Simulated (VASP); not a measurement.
# As (Fm-3m) in VASP: further runs

The runs below take As through relaxation of cell and atoms, single point, with PBE.

Everything below comes from runs of VASP 6.6.1. Logs are shortened: lines on timing, memory, paths and dates and some standing lists are left out, and cuts for length are marked.

### Step 1. The cell of the first run

Symmetry: Fm-3m, No. 225, cubic system. Conventional cell: a = 3.599 Å, b = 3.599 Å, c = 3.599 Å, α = 90.00°, β = 90.00°, γ = 90.00°. As (site symmetry m-3m) has 12 As at 2.55 Å within 3.4 Å.

### Step 2. Relaxation of cell and atoms, PBE, target pressure 120 GPa, at which the enthalpy is minimised

File INCAR:

```
SYSTEM = As
ALGO     = Normal         ! electronic algorithm
EDIFF    = 1E-6           ! SCF threshold, eV
EDIFFG   = -0.005         ! ionic threshold
ENCUT    = 600            ! plane-wave cutoff, eV
GGA      = PE             ! functional
IBRION   = 2              ! ionic algorithm
ISIF     = 3              ! what is computed and relaxed
ISMEAR   = -1             ! smearing method
LASPH    = .True.         ! aspherical terms in the spheres
LCHARG   = .False.        ! write CHGCAR
LREAL    = .False.        ! projectors in reciprocal space
LWAVE    = .False.        ! write WAVECAR
NELM     = 100            ! most SCF steps
NSW      = 60             ! ionic steps
PREC     = Accurate       ! precision mode
PSTRESS  = 1200.0       
SIGMA    = 0.05           ! smearing width, eV
```

File KPOINTS:

```
k-points
0
Gamma
  18 18 18
  0 0 0
```

File POSCAR:

```
As
1.0
    0.0000000000      1.7996845688      1.7996845688
    1.7996845688      0.0000000000      1.7996845688
    1.7996845688      1.7996845688      0.0000000000
As
1
Direct
    0.0000000000      0.0000000000      0.0000000000
```

Potentials or basis: VASP PAW PBE potentials, release 64 (As).

Run with:

```
> cat potpaw_PBE.64/As/POTCAR > POTCAR
> mpirun -np 1 vasp_std > vasp.out
```

OUTCAR:

```text
SYSTEM = As
   EDIFF = 1E-6
   EDIFFG = -0.005
   ENCUT = 600
   GGA = PE
   IBRION = 2
   ISIF = 3
   ISMEAR = -1
   LASPH = .True.
   LREAL = .False.
   NELM = 100
   NSW = 60
   PREC = Accurate
   PSTRESS = 1200.0

 ion  position               nearest neighbor table
   1  0.000  0.000  0.000-

  LATTYP: Found a face centered cubic cell.
 ALAT       =     3.5993691376

  Lattice vectors:

 A1 = (   0.0000000000,   1.7996845688,   1.7996845688)
 A2 = (   1.7996845688,   0.0000000000,   1.7996845688)
 A3 = (   1.7996845688,   1.7996845688,   0.0000000000)

Analysis of symmetry for initial positions (statically):
=====================================================================
 Subroutine PRICEL returns:
 Original cell was already a primitive cell.

 Routine SETGRP: Setting up the symmetry group for a
 face centered cubic supercell.

 Subroutine GETGRP returns: Found 48 space group operations
 (whereof 48 operations were pure point group operations)
 out of a pool of 48 trial point group operations.

The static configuration has the point symmetry O_h .

Analysis of symmetry for dynamics (positions and initial velocities):
=====================================================================
 Subroutine PRICEL returns:
 Original cell was already a primitive cell.

 Routine SETGRP: Setting up the symmetry group for a
 face centered cubic supercell.

 Subroutine GETGRP returns: Found 48 space group operations
 (whereof 48 operations were pure point group operations)
 out of a pool of 48 trial point group operations.

The dynamic configuration has the point symmetry O_h .

 Subroutine INISYM returns: Found 48 space group operations
 (whereof 48 operations are pure point group operations),
 and found     1 'primitive' translations

----------------------------------------------------------------------------------------

                                     Primitive cell

  volume of cell :      11.6579

  direct lattice vectors                    reciprocal lattice vectors
     0.000000000  1.799684569  1.799684569    -0.277826464  0.277826464  0.277826464
     1.799684569  0.000000000  1.799684569     0.277826464 -0.277826464  0.277826464
     1.799684569  1.799684569  0.000000000     0.277826464  0.277826464 -0.277826464

  length of vectors
     2.545138325  2.545138325  2.545138325     0.481209551  0.481209551  0.481209551

[... 81 lines left out ...]
   NSW    =     60    number of steps for IOM
   IBRION =      2    ionic relax: 0-MD 1-quasi-New 2-CG
   NFREE  =      1    steps in history (QN), initial steepest desc. (CG)
   ISIF   =      3    stress and relaxation
   ISYM   =      2    0-nonsym 1-usesym 2-fastsym
   POTIM  = 0.5000    time-step for ionic-motion
   TEBEG  =    0.0;   TEEND  =   0.0 temperature during run
   PSTRESS= 1200.0 pullay stress
   NELECT =       5.0000    total number of electrons
   NUPDOWN=      -1.0000    fix difference up-down
   EMIN   =  10.00;   EMAX   =-10.00  energy-range for DOS
   EFERMI =   0.00;   METHOD = LEGACY
   ISMEAR =    -1;   SIGMA  =   0.05  broadening in eV -4-tet -1-fermi 0-gaus
   EFERMI_NEDOS =   21; number of points for ismear=-14 and -15
   IALGO  =     38    algorithm
   IMIX   =      4    mixing-type and parameters
     AMIX     =   0.40;   BMIX     =  1.00
     AMIX_MAG =   1.60;   BMIX_MAG =  1.00
  volume/ion in A,a.u.               =      11.66        78.67
  Fermi-wavevector in a.u.,A,eV,Ry     =   1.234597  2.333049 20.738394  1.524229
  Thomas-Fermi vector in A             =   2.369280
   LORBIT       =      0    0 simple, 1 ext, 2 COOP (PROOUT), +10 PAW based schemes
   GGA     = PE    functional components
   LHFCALC =     F    Hartree Fock is set to
   AEXX    =    0.0000 exact exchange contribution
   IVDW    =     0    specifies the selected vdW correction
   LEPSILON=     F    determine dielectric tensor
   LRPA    =     F    only Hartree local field effects (RPA)
 conjugate gradient relaxation of ions
 non-spin polarized calculation
  energy-cutoff  :      600.00
  volume of cell :       11.66
 maximum number of plane-waves:       397
   NGX = 11   NGY = 11   NGZ = 11

--------------------------------------- Ionic step        1  -------------------------------------------

 number of electron       5.0000000 magnetization

 Free energy of the ion-electron system (eV)
  ---------------------------------------------------
  ext. energy  EPLUGINS =         0.00000000
  ---------------------------------------------------
  free energy    TOTEN  =        -2.29100060 eV

  energy without entropy =       -2.28766771  energy(sigma->0) =       -2.28933415

------------------------ aborting loop because EDIFF is reached ----------------------------------------

  FORCE on cell =-STRESS in cart. coord.  units (eV):
  Direction    XX          YY          ZZ          XY          YZ          ZX
  --------------------------------------------------------------------------------------
  -------------------------------------------------------------------------------------
  Total        8.8397963      8.8397963      8.8397963     -0.0000000     -0.0000000      0.0000000
  in kB     1214.8807986   1214.8807986   1214.8807986     -0.0000000     -0.0000000      0.0000000
  external PRESSURE =      14.8807986 kB  Pullay stress =    1200.0000000 kB
[... 61 lines left out ...]
--------------------------------------- Ionic step        3  -------------------------------------------

 number of electron       5.0000000 magnetization

 Free energy of the ion-electron system (eV)
  ---------------------------------------------------
  ext. energy  EPLUGINS =         0.00000000
  ---------------------------------------------------
  free energy    TOTEN  =        -2.31654865 eV

  energy without entropy =       -2.31322665  energy(sigma->0) =       -2.31488765

 E-fermi :  13.4673     XC(G=0): -13.0513

 val. band max:       13.4277108690   @ k =   0.5000   0.2222   0.0000
 cond. band min:      13.5184114583   @ k =  -0.1667   0.1667   0.0556
 fundamental gap:      0.0907005893
 Fermi energy:        13.4672884421

 k-point     1 :       0.0000    0.0000    0.0000
  band No.  band energies     occupation
      1      -7.3892      2.00000
      2      24.1567      0.00000
      3      24.1567      0.00000
      4      24.1567      0.00000
      5      28.0260      0.00000
      6      28.0260      0.00000
[... 199 lines left out ...]
 k-point    24 :      -0.2222    0.0556    0.0000
  band No.  band energies     occupation
      1      -5.2518      2.00000
      2      13.0065      1.99980
      3      19.8651      0.00000
      4      22.9156      0.00000
      5      27.5397      0.00000
      6      28.5462      0.00000

 [... further k-points ...]
[... 5 lines left out ...]
  --------------------------------------------------------------------------------------
  -------------------------------------------------------------------------------------
  Total        8.7571409      8.7571409      8.7571409     -0.0000000      0.0000000      0.0000000
  in kB     1200.0310501   1200.0310501   1200.0310501     -0.0000000      0.0000000      0.0000000
  external PRESSURE =       0.0310501 kB  Pullay stress =    1200.0000000 kB
[... 20 lines left out ...]
  energy  without entropy=       -2.3132266526  energy(sigma->0) =       -2.31488765

  enthalpy is  TOTEN    =         6.4403656662 eV   P V=        8.7569143161

 reached required accuracy - stopping structural energy minimisation
```

CONTCAR:

```text
As
   1.00000000000000
    -0.0000000000000000    1.8014276053572775    1.8014276053572775
     1.8014276053572775   -0.0000000000000000    1.8014276053572775
     1.8014276053572775    1.8014276053572775    0.0000000000000000
  As
     1
Direct
     0.0000000000000000    0.0000000000000000    0.0000000000000000

  0.00000000E+00  0.00000000E+00  0.00000000E+00
```

Run time: 9 s. Hardware: 1 thread of Intel Xeon 6975P-C (Granite Rapids), shared host; peak memory 0.14 GiB.

What came out:

* Free energy: -2.3165 eV
* Relaxed volume: 11.69 Å³/atom
* Relaxed cell: a = 2.548 Å, b = 2.548 Å, c = 2.548 Å, α = 60.00°, β = 60.00°, γ = 60.00°
* Space group after relaxing (to 0.05 Å): Fm-3m (No. 225)
* Energy change on relaxing (the enthalpy is what falls): -25.5 meV/atom
* Ionic steps: 3
* Pressure after relaxing: 120.0 GPa

The path:
| step | energy change (eV) | largest force (eV/Å) | pressure (GPa) | volume (Å³) |
| --- | --- | --- | --- | --- |
| 1 | 0.0000 | 0.0000 | 121.49 | 11.66 |
| 2 | -0.1347 | 0.0000 | 113.72 | 11.84 |
| 3 | -0.0255 | 0.0000 | 120.00 | 11.69 |

Final structure:
```xyz
1
Lattice="0.0000 1.8014 1.8014 1.8014 0.0000 1.8014 1.8014 1.8014 0.0000" Properties=species:S:1:pos:R:3 pbc="T T T"
As    0.0000    0.0000    0.0000
```

Caveat: the cell is relaxed towards a set pressure, so the enthalpy falls and the energy may rise.

(Part 1 of 3 ends here.)
